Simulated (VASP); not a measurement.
# NiO in VASP: further runs

Runs on NiO. Level: r2SCAN. Tasks: single point.

Everything below comes from runs of VASP 6.6.1. Logs are shortened: lines on timing, memory, paths and dates and some standing lists are left out, and cuts for length are marked.

### Step 1. The cell of the first run

The cell holds a wire or tube with vacuum around it, 2 atoms: a = 10.700 Å, b = 9.300 Å, c = 1.998 Å, α = 90.00°, β = 90.00°, γ = 90.00°.

### Step 2. Single point, r2SCAN, collinear spin, ferromagnetic start

Contents of POSCAR:

```
NiO
1.0
   10.7000000000      0.0000000000      0.0000000000
    0.0000000000      9.3000000000      0.0000000000
    0.0000000000      0.0000000000      1.9978778805
Ni O
1 1
Direct
    0.4207331118      0.5000000000      0.0000000000
    0.5792668882      0.5000000000      0.5000000000
```

Contents of INCAR.step1:

```
SYSTEM = NiO
PREC = Accurate
ENCUT = 520
ISMEAR = 0
SIGMA = 0.05
LREAL = .FALSE.
LASPH = .TRUE.
NELM = 150
ISPIN = 2
MAGMOM = 1.84 0.5
LMAXMIX = 4
NBANDS = 19
GGA = PE
ALGO = Normal
EDIFF = 1E-4
LWAVE = .TRUE.
LCHARG = .FALSE.
```

Contents of INCAR.step2:

```
SYSTEM = NiO
PREC = Accurate
ENCUT = 520
EDIFF = 1E-6
ISMEAR = 0
SIGMA = 0.05
LREAL = .FALSE.
LASPH = .TRUE.
NELM = 150
ALGO = Normal
ISIF = 2
LWAVE = .FALSE.
LCHARG = .FALSE.
ISPIN = 2
MAGMOM = 1.84 0.5
LORBIT = 11
LMAXMIX = 4
METAGGA = R2SCAN
LMIXTAU = .TRUE.
NBANDS = 19
ISTART = 1
```

Contents of KPOINTS:

```
regular mesh
0
G
  1 1 32
  0 0 0
```

Potentials or basis: VASP PAW PBE potentials, release 64 (Ni, O).

Launch:

```console
> cat potpaw_PBE.64/Ni/POTCAR potpaw_PBE.64/O/POTCAR > POTCAR
> cp INCAR.step1 INCAR
> mpirun -np 1 vasp_std > vasp.out
> cp INCAR.step2 INCAR
> mpirun -np 1 vasp_std > vasp.out
```

OUTCAR:

```text
SYSTEM = NiO
   PREC = Accurate
   ENCUT = 520
   EDIFF = 1E-6
   ISMEAR = 0
   LREAL = .FALSE.
   LASPH = .TRUE.
   NELM = 150
   ISIF = 2
   ISPIN = 2
   LORBIT = 11
   METAGGA = R2SCAN
   ISTART = 1

 ion  position               nearest neighbor table
   1  0.421  0.500  0.000-   2 1.97   2 1.97
   2  0.579  0.500  0.500-   1 1.97   1 1.97

  LATTYP: Found a simple orthorhombic cell.
 ALAT       =     1.9978778805
 B/A-ratio  =     4.6549391686
 C/A-ratio  =     5.3556826993

  Lattice vectors:

 A1 = (   0.0000000000,   0.0000000000,  -1.9978778805)
 A2 = (   0.0000000000,   9.3000000000,   0.0000000000)
 A3 = (  10.7000000000,   0.0000000000,   0.0000000000)

Analysis of symmetry for initial positions (statically):
=====================================================================
 Subroutine PRICEL returns:
 Original cell was already a primitive cell.

 Routine SETGRP: Setting up the symmetry group for a
 simple orthorhombic supercell.

 Subroutine GETGRP returns: Found  4 space group operations
 (whereof  4 operations were pure point group operations)
 out of a pool of  8 trial point group operations.

The static configuration has the point symmetry C_2v.

Analysis of symmetry for dynamics (positions and initial velocities):
=====================================================================
 Subroutine PRICEL returns:
 Original cell was already a primitive cell.

 Routine SETGRP: Setting up the symmetry group for a
 simple orthorhombic supercell.

 Subroutine GETGRP returns: Found  4 space group operations
 (whereof  4 operations were pure point group operations)
 out of a pool of  8 trial point group operations.

The dynamic configuration has the point symmetry C_2v.

Analysis of structural, dynamic, and magnetic symmetry:
=====================================================================
 Subroutine PRICEL returns:
 Original cell was already a primitive cell.

 Routine SETGRP: Setting up the symmetry group for a
 simple orthorhombic supercell.

 Subroutine GETGRP returns: Found  4 space group operations
 (whereof  4 operations were pure point group operations)
 out of a pool of  8 trial point group operations.

The overall configuration has the point symmetry C_2v.

 Subroutine INISYM returns: Found  4 space group operations
 (whereof  4 operations are pure point group operations),
 and found     1 'primitive' translations

----------------------------------------------------------------------------------------

[... 108 lines left out ...]
   LORBIT       =     11    0 simple, 1 ext, 2 COOP (PROOUT), +10 PAW based schemes
   METAGGA = R2SCAN    functional components
   LHFCALC =     F    Hartree Fock is set to
   AEXX    =    0.0000 exact exchange contribution
   IVDW    =     0    specifies the selected vdW correction
   LEPSILON=     F    determine dielectric tensor
   LRPA    =     F    only Hartree local field effects (RPA)
 spin polarized calculation
 Gauss-broadening in eV      SIGMA  =   0.05
  energy-cutoff  :      520.00
  volume of cell :      198.81
 maximum number of plane-waves:      5391
 NGX is ok and might be reduce to    80
   NGX = 39   NGY = 35   NGZ =  7

 number of electron      15.9999987 magnetization       1.7547822

 Free energy of the ion-electron system (eV)
  ---------------------------------------------------
  ext. energy  EPLUGINS =         0.00000000
  ---------------------------------------------------
  free energy    TOTEN  =       -14.73592261 eV

  energy without entropy =      -14.73455486  energy(sigma->0) =      -14.73523874

 E-fermi :  -4.7399     XC(G=0):  -2.1281

 val. band max:       -4.7735022360   @ k =   0.0000   0.0000   0.2500
 cond. band min:      -4.6950499650   @ k =   0.0000   0.0000   0.3125
 fundamental gap:      0.0784522709
 Fermi energy:        -4.7399042019

 spin component 1

 k-point     1 :       0.0000    0.0000    0.0000
  band No.  band energies     occupation
      1     -25.7872      1.00000
      2     -11.3277      1.00000
      3      -9.9146      1.00000
      4      -9.6940      1.00000
      5      -7.2735      1.00000
      6      -6.9937      1.00000
[... 350 lines left out ...]
      5      -6.9093      1.00000
      6      -6.8211      1.00000
[... 11 lines left out ...]
     18      11.6587      0.00000
     19      11.8162      0.00000
 Fermi energy:        -4.7399042019

 spin component 2

 k-point     1 :       0.0000    0.0000    0.0000
  band No.  band energies     occupation
      1     -24.6278      1.00000
      2     -10.6704      1.00000
      3      -8.4289      1.00000
      4      -8.2654      1.00000
      5      -6.5205      1.00000
      6      -5.5442      1.00000
[... 351 lines left out ...]
      6      -5.3772      1.00000
[... 11 lines left out ...]
     18      11.6325      0.00000
     19      11.7135      0.00000

------------------------ aborting loop because EDIFF is reached ----------------------------------------

  FORCE on cell =-STRESS in cart. coord.  units (eV):
  Direction    XX          YY          ZZ          XY          YZ          ZX
  --------------------------------------------------------------------------------------
  -------------------------------------------------------------------------------------
  Total       -3.7808470     -0.0943847      7.6217225      0.0000000      0.0000000      0.0000000
  in kB      -30.4694083     -0.7606356     61.4225794      0.0000000      0.0000000      0.0000000
  external PRESSURE =      10.0641785 kB  Pullay stress =       0.0000000 kB

 VOLUME and BASIS-vectors are now :
 -----------------------------------------------------------------------------
  energy-cutoff  :      520.00
  volume of cell :      198.81
      direct lattice vectors                 reciprocal lattice vectors
    10.700000000  0.000000000  0.000000000     0.093457944  0.000000000  0.000000000
     0.000000000  9.300000000  0.000000000     0.000000000  0.107526882  0.000000000
     0.000000000  0.000000000  1.997877880     0.000000000  0.000000000  0.500531093

 POSITION                                       TOTAL-FORCE (eV/Angst)
 -----------------------------------------------------------------------------------
      4.50184      4.65000      0.00000         2.173175      0.000000      0.000000
      6.19816      4.65000      0.99894        -2.173175      0.000000      0.000000
 -----------------------------------------------------------------------------------
    total drift:                                0.010432      0.000000     -0.000003

  FREE ENERGIE OF THE ION-ELECTRON SYSTEM (eV)
  ---------------------------------------------------
  free  energy   TOTEN  =       -14.7359226111 eV

  energy  without entropy=      -14.7345548638  energy(sigma->0) =      -14.73523874

 total charge

# of ion       s       p       d       tot
------------------------------------------
    1        0.544   0.449   8.342   9.335
    2        1.626   3.126   0.000   4.752
--------------------------------------------------
tot          2.169   3.575   8.342  14.087

 magnetization (x)

# of ion       s       p       d       tot
------------------------------------------
    1        0.003  -0.001   1.092   1.095
    2        0.012   0.517   0.000   0.528
--------------------------------------------------
tot          0.015   0.516   1.092   1.623
```

Wall time 5.5 min (1 thread of Intel Xeon 6975P-C (Granite Rapids), shared host); peak memory 0.45 GiB.

What came out:

| Item | Value |
| --- | --- |
| Free energy | -14.7359 eV |
| Largest force | 2.173 eV/Å |
| Net moment | 1.75 μB per cell |
| Site moments | Ni +1.09; O +0.53 μB |
| Valence electrons inside the program's atomic spheres | Ni 9.34; O 4.75 |

Forces in eV/Å, atoms in the order of the input:
```
Ni   2.173  0.000  0.000
O   -2.173  0.000  0.000
```

Caveat: the PAW data sets were made with another functional, which shifts forces and pressure a little; semilocal functionals often make such compounds metallic where correlation or magnetic order opens a gap, which also shifts bond lengths. With open d or f shells a metallic result of r2SCAN can be an artefact of self-interaction; +U or a hybrid may open a gap.

### Step 3. Single point, r2SCAN, collinear spin, ferromagnetic start

This run uses another cell than the first one.

Contents of POSCAR:

```
NiO
1.0
    9.0000000000      0.0000000000      0.0000000000
    0.0000000000      9.3000000000      0.0000000000
    0.0000000000      0.0000000000      3.7695809203
Ni O
1 1
Direct
    0.5000000000      0.5000000000      0.0000000000
    0.5000000000      0.5000000000      0.4650000000
```

Contents of INCAR.step1:

```
SYSTEM = NiO
  ALGO = Normal
  EDIFF = 1E-5
  ENCUT = 580
  GGA = PE
  GGA_COMPAT = .FALSE.
  ISMEAR = 0
  ISPIN = 2
  LASPH = .TRUE.
  LCHARG = .FALSE.
  LMAXMIX = 4
  LREAL = .FALSE.
  LWAVE = .TRUE.
  MAGMOM = 1.84 0.5
  NBANDS = 23
  NELM = 200
  PREC = Accurate
  SIGMA = 0.05
```

Contents of INCAR.step2:

```
SYSTEM = NiO
  ALGO = Normal
  EDIFF = 1E-6
  ENCUT = 580
  GGA_COMPAT = .FALSE.
  ISIF = 2
  ISMEAR = 0
  ISPIN = 2
  ISTART = 1
  LASPH = .TRUE.
  LCHARG = .TRUE.
  LELF = .TRUE.
  LMAXMIX = 4
  LMIXTAU = .TRUE.
  LORBIT = 11
  LREAL = .FALSE.
  LVHAR = .TRUE.
  LWAVE = .FALSE.
  MAGMOM = 1.84 0.5
  METAGGA = R2SCAN
  NBANDS = 23
  NELM = 200
  PREC = Accurate
  SIGMA = 0.05
```

Contents of KPOINTS:

```
k-points
0
G
  1 1 17
  0 0 0
```

Potentials or basis: VASP PAW PBE potentials, release 64 (Ni_sv_GW, O).

Launch:

```console
> cat potpaw_PBE.64/Ni_sv_GW/POTCAR potpaw_PBE.64/O/POTCAR > POTCAR
> cp INCAR.step1 INCAR
> mpirun -np 1 vasp_std > vasp.out
> cp INCAR.step2 INCAR
> mpirun -np 1 vasp_std > vasp.out
```

OUTCAR:

```text
SYSTEM = NiO
   EDIFF = 1E-6
   ENCUT = 580
   ISIF = 2
   ISMEAR = 0
   ISPIN = 2
   ISTART = 1
   LASPH = .TRUE.
   LORBIT = 11
   LREAL = .FALSE.
   METAGGA = R2SCAN
   NELM = 200
   PREC = Accurate

 ion  position               nearest neighbor table
   1  0.500  0.500  0.000-   2 1.75   2 2.02
   2  0.500  0.500  0.465-   1 1.75   1 2.02

  LATTYP: Found a simple orthorhombic cell.
 ALAT       =     3.7695809203
 B/A-ratio  =     2.3875333068
 C/A-ratio  =     2.4671177504
[... 668 lines left out ...]
  external PRESSURE =     -17.7739706 kB  Pullay stress =       0.0000000 kB

 VOLUME and BASIS-vectors are now :
 -----------------------------------------------------------------------------
  energy-cutoff  :      580.00
  volume of cell :      315.51
      direct lattice vectors                 reciprocal lattice vectors
     9.000000000  0.000000000  0.000000000     0.111111111  0.000000000  0.000000000
     0.000000000  9.300000000  0.000000000     0.000000000  0.107526882  0.000000000
     0.000000000  0.000000000  3.769580920     0.000000000  0.000000000  0.265281479

 POSITION                                       TOTAL-FORCE (eV/Angst)
 -----------------------------------------------------------------------------------
      4.50000      4.65000      0.00000         0.000000      0.000000     -0.705435
      4.50000      4.65000      1.75286         0.000000      0.000000      0.705435
 -----------------------------------------------------------------------------------
    total drift:                                0.000000      0.000000     -0.028777

  FREE ENERGIE OF THE ION-ELECTRON SYSTEM (eV)
  ---------------------------------------------------
  free  energy   TOTEN  =       -18.3503735209 eV

  energy  without entropy=      -18.3503735209  energy(sigma->0) =      -18.35037352

 total charge

# of ion       s       p       d       f       tot
--------------------------------------------------
    1        2.216   6.175   7.701   0.011  16.103
    2        1.557   3.365   0.000   0.000   4.923
--------------------------------------------------
tot          3.774   9.540   7.701   0.011  21.025

 magnetization (x)

# of ion       s       p       d       f       tot
--------------------------------------------------
    1       -0.004   0.001   1.510   0.000   1.508
    2        0.010   0.427   0.000   0.000   0.437
--------------------------------------------------
tot          0.006   0.428   1.510   0.000   1.945
```

OUTCAR.step1:

```text
SYSTEM = NiO
   EDIFF = 1E-5
   ENCUT = 580
   GGA = PE
   ISMEAR = 0
   ISPIN = 2
[... 694 lines left out ...]
      4.50000      4.65000      0.00000         0.000000      0.000000     -0.551242
      4.50000      4.65000      1.75286         0.000000      0.000000      0.551242
 -----------------------------------------------------------------------------------
    total drift:                                0.000000      0.000000      0.000525

  FREE ENERGIE OF THE ION-ELECTRON SYSTEM (eV)
  ---------------------------------------------------
  free  energy   TOTEN  =       -10.7221118462 eV

  energy  without entropy=      -10.7204560804  energy(sigma->0) =      -10.72128396
```

It took 31 min on 1 thread of Intel Xeon Platinum 8175M at 2.50GHz (Skylake/Cascade Lake), shared host; peak memory 0.72 GiB.

What came out:

```yaml
Free_energy: -18.3504 eV
Largest_force: 0.705 eV/Å
Band_gap_on_the_k_mesh: 1.08 eV (least direct gap 1.15 eV)
Net_moment: 2.00 μB per cell
Site_moments: Ni +1.51; O +0.44 μB
Valence_electrons_inside_the_program's_atomic_spheres: Ni 16.10; O 4.92
```

Forces on the atoms (eV/Å):
```
Ni   0.000  0.000 -0.705
O    0.000  0.000  0.705
```

Levels at points of the mesh, in eV from the valence-band top:
Spin up:
```tsv
k point	band 10	band 11	band 12	band 13	band 14	band 15	band 16	band 17
(0.00, 0.00, 0.00)	-1.63	-1.32	-1.31	-1.31	3.80	6.65	6.71	6.77
```
Spin down:
| k point | band 7 | band 8 | band 9 | band 10 | band 11 | band 12 | band 13 | band 14 | band 15 | band 16 |
| --- | --- | --- | --- | --- | --- | --- | --- | --- | --- | --- |
| (0.00, 0.00, 0.00) | -0.78 | -0.78 | -0.78 | -0.06 | -0.06 | 1.08 | 1.09 | 4.10 | 6.80 | 6.82 |

Caveat: the PAW data sets were made with another functional, which shifts forces and pressure a little.
